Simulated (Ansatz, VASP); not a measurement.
Hf in VASP and in Ansatz

File INCAR:

```
PREC     = Accurate       # precision mode
ENCUT    = 600            # plane-wave cutoff, eV
EDIFF    = 1E-7           # SCF threshold, eV
ISMEAR   = -1             # smearing method
SIGMA    = 0.05           # smearing width, eV
LREAL    = False          # projectors in reciprocal space
LASPH    = True           # aspherical terms in the spheres
NELM     = 100            # most SCF steps
ALGO     = Fast           # electronic algorithm
ISIF     = 3              # what is computed and relaxed
LWAVE    = False          # write WAVECAR
LCHARG   = False          # write CHGCAR
GGA      = PS             # functional
IBRION   = 2              # ionic algorithm
NSW      = 60             # ionic steps
EDIFFG   = -0.01          # ionic threshold
```

File KPOINTS:

```
regular mesh
0
Gamma
  6 6 9
```

POSCAR

```
Hf
1.0
    4.9623295440      0.0000000000      0.0000000000
   -2.4811647720      4.2975034470      0.0000000000
    0.0000000000      0.0000000000      3.0862322500
Hf
3
Direct
    0.0000000000      0.0000000000      0.0000000000
    0.3333333333      0.6666666667      0.5000000000
    0.6666666667      0.3333333333      0.5000000000
```

input.yaml

```yaml
crystal:
  lattice:
    - [4.962329544, 0.0, 0.0]
    - [-2.481164772, 4.297503447, 0.0]
    - [0.0, 0.0, 3.08623225]
  atoms:
    - { symbol: Hf, position: [0.0, 0.0, 0.0] }
    - { symbol: Hf, position: [0.3333333333, 0.6666666667, 0.5] }
    - { symbol: Hf, position: [0.6666666667, 0.3333333333, 0.5] }
hamiltonian:
  xc: pbesol
  pseudopotentials: { kind: paw }
kpoints:
  mp_grid: { grid: [6, 6, 9] }
scf:
  occupations: { method: fermi_dirac, width: 0.05 }
output:
  forces: true
  stress: true
  eigenvalues: true
  write_density: true
  write_potential: true
  elf: true
  volumetric_format: npy
relax:
  f_tol: 0.01
  max_steps: 40
  cell: { stress_tol: 0.05 }
```

Alike in both runs: task relaxation of cell and atoms; functional PBEsol; k mesh 6 × 6 × 9; occupations fermi-dirac, width 0.05 eV; no spin polarisation.

|  | VASP | Ansatz |
| --- | --- | --- |
| version | VASP 6.6.1 | Ansatz 0.2.0 |
| potentials or method | VASP PAW PBE potentials, release 64 (Hf_pv) | Ansatz PAW |
| plane-wave cutoff (eV) | 600 | 420 |
| valence electrons in the cell | 30 | 78 |

|  | VASP | Ansatz | Ansatz less VASP |
| --- | --- | --- | --- |
| gap on the k mesh at the Fermi level, each at its own relaxed structure (eV) | none | none | - |
| relaxed volume (Å³/atom) | 21.33 | 21.41 | +0.077 |
| relaxed cell length with the largest relative difference (Å) | 4.909 | 4.917 | +0.0079 |

VASP's potentials were made for PBE, not for PBEsol. A gap of «none» marks a metal or a gap that the smearing closes. VASP's potentials hold 30 valence electrons a cell and Ansatz's 78, so a difference there can come from the potentials and not from the codes.

Neither program's run includes spin-orbit coupling. Noted on Ansatz's run: the plane-wave basis is chosen anew once the cell has moved, so the energies of steps on either side of that aren't comparable.
